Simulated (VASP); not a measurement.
Runs of VASP 6.6.1 on Ta. The structure is that of space group P6_3/mmc (No. 194), or close to it. The cells are those of the table. 

```csv
cell,k mesh,gap on the mesh (eV),pressure (GPa)
"a = 2.941, b = 2.941, c = 10.349 Å, angles 90.0, 90.0, 120.0°, 4 atoms",12 × 12 × 4,none,0.8
"a = 2.819, b = 2.819, c = 9.917 Å, angles 90.0, 90.0, 120.0°, 4 atoms",14 × 14 × 4,none,29.7
"a = 2.980, b = 2.980, c = 10.485 Å, angles 90.0, 90.0, 120.0°, 4 atoms",14 × 14 × 4,none,(a)
"a = 2.941, b = 2.941, c = 10.349 Å, angles 90.0, 90.0, 120.0°, 4 atoms",14 × 14 × 4,none,0.8
"a = 2.902, b = 2.902, c = 10.209 Å, angles 90.0, 90.0, 120.0°, 4 atoms",14 × 14 × 4,none,8.7
```

Alike in all rows: task single point; level BLYP; potentials or basis VASP PAW PBE potentials, release 64 (Ta_pv); no spin polarisation; cutoff (eV) 520; smearing fermi-dirac 0.1 eV.

Fill in the values left out.

(a) -5.6.

Caveats: the PAW data sets were made with another functional, which shifts forces and pressure a little; spin-orbit coupling is left out, which moves the levels of the heavy elements.

A k mesh can miss the band edges, and the runs leave out spin-orbit coupling on Ta.

A gap of «none» marks levels without a gap at the run's occupations.
